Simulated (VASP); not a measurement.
Set up this calculation in VASP 6.6.1, as the native input.

* Task: single point
* Functional: PBE
* Potentials or basis: VASP PAW PBE potentials, release 64 (Si, C)
* Cutoff: 520 eV
* k mesh: 9 × 5 × 3
* Occupations: gaussian, width 0.05 eV
* Spin: no spin polarisation
* Dipole correction: no
* Further INCAR settings: LREAL = Auto; ALGO = Normal; EDIFF = 1e-06; NBANDS = 46

The structure of SiC lies in POSCAR:

```
SiC
1.0
    1.5458832036     -2.6775482513      0.0000000000
    0.0000000000      0.0000000000     -5.0740211774
    9.9248182749      5.7300965025      0.0000000000
Si C
8 8
Direct
    0.5000000000      0.9954364687      0.7787967300
    0.0000000000      0.9954364687      0.0778796730
    0.5000000000      0.9954364687      0.3115186920
    0.0000000000      0.9954364687      0.5451577110
    0.0000000000      0.4954364687      0.8566764030
    0.5000000000      0.4954364687      0.1557593460
    0.0000000000      0.4954364687      0.3893983650
    0.5000000000      0.4954364687      0.6230373840
    0.5000000000      0.6195635313      0.7787967300
    0.0000000000      0.6195635313      0.0778796730
    0.5000000000      0.6195635313      0.3115186920
    0.0000000000      0.6195635313      0.5451577110
    0.0000000000      0.1195635313      0.8566764030
    0.5000000000      0.1195635313      0.1557593460
    0.0000000000      0.1195635313      0.3893983650
    0.5000000000      0.1195635313      0.6230373840
```

This cell differs from its parent crystal: the distance across one plane changed.

These files were run (other wordings do the same):

INCAR

```
SYSTEM = SiC
PREC = Accurate
ENCUT = 520
EDIFF = 1E-6
ISMEAR = 0
SIGMA = 0.05
LREAL = Auto
LASPH = .TRUE.
NELM = 80
ALGO = Normal
ISIF = 2
LWAVE = .FALSE.
LCHARG = .FALSE.
GGA = PE
NBANDS = 46
```

KPOINTS

```
regular mesh
0
G
  9 5 3
  0 0 0
```

Potentials or basis: VASP PAW PBE potentials, release 64 (Si, C).

Command:

```sh
$ cat potpaw_PBE.64/Si/POTCAR potpaw_PBE.64/C/POTCAR > POTCAR
$ mpirun -np 1 vasp_std > vasp.out
```

Results of the run:

The pressure is -4.9 GPa and the largest force is 1.650 eV/Å. The band gap on the k mesh is 1.08 eV (least direct gap 1.46 eV).

Caveat: the cell differs from its parent crystal (the distance across one plane changed); the stress differs along the axes, from -10 to -1 GPa; forces of over 1 eV/Å act on the atoms, so gaps and moduli don't describe the material at rest.

It took 2.1 min on 1 thread of Intel(R) Xeon(R) 6975P-C (Granite Rapids), with other jobs on the host, peak memory 0.35 GiB.
